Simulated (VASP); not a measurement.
# AlN: single point with r2SCAN

Crystal: AlN.

```xyz
4
Lattice="3.3121 0.0000 0.0000 -1.6561 2.8684 0.0000 0.0000 0.0000 4.1876" Properties=species:S:1:pos:R:3 pbc="T T T"
Al    0.0000    1.9123    3.1407
Al    1.6561    0.9561    1.0469
N     0.0000    1.9123    1.0469
N     1.6561    0.9561    3.1407
```

```yaml
Program: VASP 6.6.1
Task: single point
Functional: r2SCAN
Potentials_or_basis: VASP PAW PBE potentials, release 64 (Al, N)
Cutoff: 520 eV
k_mesh: 6 × 6 × 4
Occupations: gaussian, width 0.01 eV
Spin: no spin polarisation
Dipole_correction: no
Further_INCAR_settings: ALGO = Normal; EDIFF = 1e-06; NBANDS = 16
```

The pressure is -5.6 GPa and the band gap on the k mesh is 3.86 eV, direct.

Stress tensor (GPa, compression positive):
```
-5.44  0.00  0.00
 0.00 -5.44  0.00
 0.00  0.00 -5.96
```

Levels at points of the mesh, in eV from the valence-band top:
| k point | band 5 | band 6 | band 7 | band 8 | band 9 | band 10 | band 11 | band 12 |
| --- | --- | --- | --- | --- | --- | --- | --- | --- |
| (0.00, 0.00, 0.00) | -3.41 | -1.70 | -1.70 | 0.00 | 3.86 | 5.20 | 9.03 | 9.03 |
| (0.50, 0.00, 0.00) | -4.64 | -4.40 | -2.95 | -1.52 | 4.54 | 7.85 | 7.86 | 9.86 |
| (0.00, 0.00, 0.50) | -2.60 | -2.60 | -2.60 | -2.60 | 6.32 | 6.32 | 9.18 | 9.18 |
| (0.50, 0.00, 0.50) | -3.36 | -3.36 | -1.80 | -1.80 | 5.70 | 5.70 | 10.10 | 10.10 |

Run time: 42 s on 1 thread of Intel Xeon 6975P-C (shared host), peak memory 0.16 GiB.

Caveat: the PAW data sets were made with another functional, which shifts forces and pressure a little. r2SCAN opens gaps a little over a GGA but as a rule still falls short of measured ones.
